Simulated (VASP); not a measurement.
# HfC5 (P-62m) in VASP: relaxation of cell and atoms with PBE

Aim: the relaxation of cell and atoms of HfC5 with PBE.

Everything below comes from runs of VASP 6.6.1. Logs are shortened: lines on timing, memory, paths and dates and some standing lists are left out, and cuts for length are marked.

**1. The cell of the first run**

The structure is hexagonal, space group P-62m (No. 189). Conventional cell: a = 4.599 Å, b = 4.599 Å, c = 3.153 Å, α = 90.00°, β = 90.00°, γ = 120.00°. Hf (site symmetry -62m) has 18 C at 2.31 to 3.09 Å within 3.1 Å. C (site symmetry m2m) has 2 C at 1.46 Å within 2.0 Å. C (site symmetry -6) has 3 C at 1.46 Å within 2.0 Å.

**2. Relaxation of cell and atoms, PBE**

INCAR reads:

```
SYSTEM = HfC5
ALGO     = Normal         ! electronic algorithm
EDIFF    = 1E-6           ! SCF threshold, eV
EDIFFG   = -0.01          ! ionic threshold
ENCUT    = 600            ! plane-wave cutoff, eV
GGA      = PE             ! functional
IBRION   = 2              ! ionic algorithm
ISIF     = 3              ! what is computed and relaxed
ISMEAR   = 0              ! smearing method
LASPH    = .TRUE.         ! aspherical terms in the spheres
LCHARG   = .FALSE.        ! write CHGCAR
LREAL    = .FALSE.        ! projectors in reciprocal space
LWAVE    = .FALSE.        ! write WAVECAR
NELM     = 60             ! most SCF steps
NSW      = 100            ! ionic steps
PREC     = Accurate       ! precision mode
SIGMA    = 0.1            ! smearing width, eV
```

KPOINTS reads:

```
k-points
0
G
  12 12 10
  0 0 0
```

POSCAR reads:

```
HfC5
1.0
    4.5994771572      0.0000000000      0.0000000000
   -2.2997385786      3.9832640622      0.0000000000
    0.0000000000      0.0000000000      3.1533204929
Hf C
1 5
Direct
    0.0000000000      0.0000000000      0.5000000000
    0.6328767818      0.0000000000      0.0000000000
    0.0000000000      0.6328767818      0.0000000000
    0.3671232182      0.3671232182      0.0000000000
    0.3333333333      0.6666666667      0.0000000000
    0.6666666667      0.3333333333      0.0000000000
```

Potentials or basis: VASP PAW PBE potentials, release 64 (Hf_pv, C).

Command:

```bash
cat potpaw_PBE.64/Hf_pv/POTCAR potpaw_PBE.64/C/POTCAR > POTCAR
mpirun -np 1 vasp_std > vasp.out
```

OUTCAR:

```text
SYSTEM = HfC5
   EDIFF = 1E-6
   EDIFFG = -0.01
   ENCUT = 600
   GGA = PE
   IBRION = 2
   ISIF = 3
   ISMEAR = 0
   LASPH = .TRUE.
   LREAL = .FALSE.
   NELM = 60
   NSW = 100
   PREC = Accurate

 ion  position               nearest neighbor table
   1  0.000  0.000  0.500-   3 2.31   4 2.31   3 2.31   4 2.31   2 2.31   2 2.31
   2  0.633  0.000  0.000-   6 1.46   5 1.46   1 2.31   1 2.31
   3  0.000  0.633  0.000-   5 1.46   6 1.46   1 2.31   1 2.31
   4  0.367  0.367  0.000-   5 1.46   6 1.46   1 2.31   1 2.31
   5  0.333  0.667  0.000-   3 1.46   2 1.46   4 1.46
   6  0.667  0.333  0.000-   2 1.46   3 1.46   4 1.46

  LATTYP: Found a hexagonal cell.
 ALAT       =     4.5994771572
 C/A-ratio  =     0.6855823793

  Lattice vectors:

 A1 = (   4.5994771572,   0.0000000000,   0.0000000000)
 A2 = (  -2.2997385786,   3.9832640622,   0.0000000000)
 A3 = (   0.0000000000,   0.0000000000,   3.1533204929)

Analysis of symmetry for initial positions (statically):
=====================================================================
 Subroutine PRICEL returns:
 Original cell was already a primitive cell.

 Routine SETGRP: Setting up the symmetry group for a
 hexagonal supercell.

 Subroutine GETGRP returns: Found 12 space group operations
 (whereof 12 operations were pure point group operations)
 out of a pool of 24 trial point group operations.

The static configuration has the point symmetry D_3h.

Analysis of symmetry for dynamics (positions and initial velocities):
=====================================================================
 Subroutine PRICEL returns:
 Original cell was already a primitive cell.

 Routine SETGRP: Setting up the symmetry group for a
 hexagonal supercell.

 Subroutine GETGRP returns: Found 12 space group operations
 (whereof 12 operations were pure point group operations)
 out of a pool of 24 trial point group operations.

The dynamic configuration has the point symmetry D_3h.

 Subroutine INISYM returns: Found 12 space group operations
 (whereof 12 operations are pure point group operations),
 and found     1 'primitive' translations

----------------------------------------------------------------------------------------

                                     Primitive cell

  volume of cell :      57.7718
[... 97 lines left out ...]
   EDIFF  = 0.1E-05   stopping-criterion for ELM
   LREAL  =      F    real-space projection
   EDIFFG = -.1E-01   stopping-criterion for IOM
   NSW    =    100    number of steps for IOM
   IBRION =      2    ionic relax: 0-MD 1-quasi-New 2-CG
   NFREE  =      1    steps in history (QN), initial steepest desc. (CG)
   ISIF   =      3    stress and relaxation
   ISYM   =      2    0-nonsym 1-usesym 2-fastsym
   POTIM  = 0.5000    time-step for ionic-motion
   TEBEG  =    0.0;   TEEND  =   0.0 temperature during run
   PSTRESS=    0.0 pullay stress
   NELECT =      30.0000    total number of electrons
   NUPDOWN=      -1.0000    fix difference up-down
   EMIN   =  10.00;   EMAX   =-10.00  energy-range for DOS
   EFERMI =   0.00;   METHOD = LEGACY
   ISMEAR =     0;   SIGMA  =   0.10  broadening in eV -4-tet -1-fermi 0-gaus
   EFERMI_NEDOS =   21; number of points for ismear=-14 and -15
   IALGO  =     38    algorithm
   IMIX   =      4    mixing-type and parameters
     AMIX     =   0.40;   BMIX     =  1.00
     AMIX_MAG =   1.60;   BMIX_MAG =  1.00
  volume/ion in A,a.u.               =       9.63        64.98
  Fermi-wavevector in a.u.,A,eV,Ry     =   1.315861  2.486617 23.558355  1.731490
  Thomas-Fermi vector in A             =   2.446014
   LORBIT       =      0    0 simple, 1 ext, 2 COOP (PROOUT), +10 PAW based schemes
   GGA     = PE    functional components
   LHFCALC =     F    Hartree Fock is set to
   AEXX    =    0.0000 exact exchange contribution
   IVDW    =     0    specifies the selected vdW correction
   LEPSILON=     F    determine dielectric tensor
   LRPA    =     F    only Hartree local field effects (RPA)
 conjugate gradient relaxation of ions
 non-spin polarized calculation
 Gauss-broadening in eV      SIGMA  =   0.10
  energy-cutoff  :      600.00
  volume of cell :       57.77
 maximum number of plane-waves:      1946
 NGX is ok and might be reduce to    40
   NGX = 19   NGY = 19   NGZ = 13

--------------------------------------- Ionic step        1  -------------------------------------------

 number of electron      30.0000000 magnetization

 Free energy of the ion-electron system (eV)
  ---------------------------------------------------
  ext. energy  EPLUGINS =         0.00000000
  ---------------------------------------------------
  free energy    TOTEN  =       -54.23341760 eV

  energy without entropy =      -54.22981696  energy(sigma->0) =      -54.23161728

------------------------ aborting loop because EDIFF is reached ----------------------------------------

  FORCE on cell =-STRESS in cart. coord.  units (eV):
  Direction    XX          YY          ZZ          XY          YZ          ZX
  --------------------------------------------------------------------------------------
  -------------------------------------------------------------------------------------
  Total       -0.3004908     -0.3004908     -0.1593168      0.0000000      0.0000000      0.0000000
  in kB       -8.3334752     -8.3334752     -4.4183130      0.0000000      0.0000000      0.0000000
  external PRESSURE =      -7.0284211 kB  Pullay stress =       0.0000000 kB
[... 187 lines left out ...]
--------------------------------------- Ionic step        6  -------------------------------------------

 number of electron      30.0000000 magnetization

 Free energy of the ion-electron system (eV)
  ---------------------------------------------------
  ext. energy  EPLUGINS =         0.00000000
  ---------------------------------------------------
  free energy    TOTEN  =       -54.23448550 eV

  energy without entropy =      -54.23095984  energy(sigma->0) =      -54.23272267

 E-fermi :   5.9461     XC(G=0): -11.5443

 val. band max:        5.9432141936   @ k =   0.0833   0.0000   0.2000
 cond. band min:       5.9998432926   @ k =   0.3333   0.2500   0.1000
 fundamental gap:      0.0566290990
 Fermi energy:         5.9460960136

 k-point     1 :       0.0000    0.0000    0.0000
  band No.  band energies     occupation
      1     -24.7058      2.00000
      2     -24.7058      2.00000
      3     -24.0240      2.00000
      4     -11.7777      2.00000
      5      -7.0335      2.00000
      6      -5.8047      2.00000
[... 505 lines left out ...]
      6      -6.0196      2.00000
[... 11 lines left out ...]
     18       8.7180      0.00000
     19       9.4384      0.00000

 [... further k-points ...]
[... 5 lines left out ...]
  --------------------------------------------------------------------------------------
  -------------------------------------------------------------------------------------
  Total       -0.0065415     -0.0065415      0.0055643      0.0000000      0.0000000      0.0000000
  in kB       -0.1819328     -0.1819328      0.1547550      0.0000000      0.0000000      0.0000000
  external PRESSURE =      -0.0697035 kB  Pullay stress =       0.0000000 kB
[... 21 lines left out ...]
  FREE ENERGIE OF THE ION-ELECTRON SYSTEM (eV)
  ---------------------------------------------------
  free  energy   TOTEN  =       -54.2344855047 eV

  energy  without entropy=      -54.2309598392  energy(sigma->0) =      -54.23272267

 reached required accuracy - stopping structural energy minimisation
```

It took 3.7 min on 1 thread of Intel Xeon 6975P-C (Granite Rapids), shared host; peak memory 0.3 GiB.

What came out:

```
Free energy                            : -54.2345 eV
Relaxed volume                         : 9.60 Å³/atom
Relaxed cell                           : a = 4.593 Å, b = 4.593 Å, c = 3.153 Å, α = 90.00°, β = 90.00°, γ = 120.00°
Space group after relaxing (to 0.05 Å) : P-62m (No. 189)
Energy gained by relaxing              : 0.2 meV/atom
Ionic steps                            : 6
Pressure after relaxing                : 0.0 GPa
Band gap on the k mesh                 : zero (band 15 reaches 6.84 eV, above the bottom of band 16 at 4.60 eV)
```

Step by step:
```tsv
step	energy change (eV)	largest force (eV/Å)	pressure (GPa)	volume (Å³)
1	0.0000	0.0917	-0.70	57.77
2	-0.0006	0.0104	0.78	57.42
3	-0.0009	0.0403	0.24	57.55
4	-0.0010	0.0315	-0.11	57.61
5	-0.0010	0.0021	0.04	57.58
6	-0.0011	0.0003	-0.01	57.61
```

Final structure:
```yaml
crystal:
  lattice:
    - [4.59283, 0.00000, 0.00000]
    - [-2.29641, 3.97750, 0.00000]
    - [0.00000, 0.00000, 3.15344]
  atoms:
    - { symbol: Hf, position: [0.00000, 0.00000, 0.50000] }
    - { symbol: C, position: [0.63385, 0.00000, 0.00000] }
    - { symbol: C, position: [0.00000, 0.63385, 0.00000] }
    - { symbol: C, position: [0.36615, 0.36615, 0.00000] }
    - { symbol: C, position: [0.33333, 0.66667, 0.00000] }
    - { symbol: C, position: [0.66667, 0.33333, 0.00000] }
```

Levels at points of the mesh, in eV from the Fermi level:
```csv
k point,band 12,band 13,band 14,band 15,band 16,band 17,band 18,band 19
"(0.00, 0.00, 0.00)",-0.50,-0.50,-0.33,-0.33,0.51,0.92,3.21,3.21
"(0.50, 0.00, 0.00)",-2.65,-1.76,-0.49,-0.15,1.75,2.20,3.17,3.55
"(0.00, 0.00, 0.50)",-2.49,-2.10,-1.88,-1.34,-1.34,4.68,4.68,4.78
"(0.50, 0.00, 0.50)",-3.21,-2.39,-2.39,-2.18,1.32,1.50,3.88,5.91
```

Caveat: spin-orbit coupling is left out, which moves the levels of the heavy elements.
